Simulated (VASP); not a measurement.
CdS (Hawleyite), 2 atoms in the cell. It takes space group F-43m (No. 216, cubic). The conventional cell has a = 5.833 Å, b = 5.833 Å, c = 5.833 Å, α = 90.00°, β = 90.00°, γ = 90.00°. Cd (site symmetry -43m) has 4 S at 2.53 Å within 3.3 Å. Within 3.3 Å of S (site symmetry -43m) lie 4 Cd at 2.53 Å. 

- Program: VASP 6.6.1
- Task: elastic constants
- Functional: LDA
- Potentials or basis: VASP PAW LDA potentials, release 64 (Cd, S)
- Cutoff: 600 eV
- k mesh: 6 × 6 × 6
- Occupations: fermi-dirac, width 0.05 eV
- Spin: no spin polarisation
- Dipole correction: no
- Ions in elastic constants: relaxed
- Further INCAR settings: ALGO = Normal; EDIFF = 1e-08; IBRION = 6; POTIM = 0.015; NSW = 1; ISIF = 3

Potentials or basis: VASP PAW LDA potentials, release 64 (Cd, S).

Launch:

```bash
$ cat potpaw_LDA.64/Cd/POTCAR potpaw_LDA.64/S/POTCAR > POTCAR
$ mpirun -np 1 vasp_std > vasp.out
```

Hardware: 1 thread of Intel(R) Xeon(R) Platinum 8259CL CPU @ 2.50GHz (Skylake/Cascade Lake), on a shared host.

Problem. Estimate the wall time of this run.

Solution. It took 6.3 min on 1 thread of Intel(R) Xeon(R) Platinum 8259CL CPU @ 2.50GHz (Skylake/Cascade Lake), on a shared host, peak memory 0.25 GiB. Counts: scf iterations 177, k points 16.
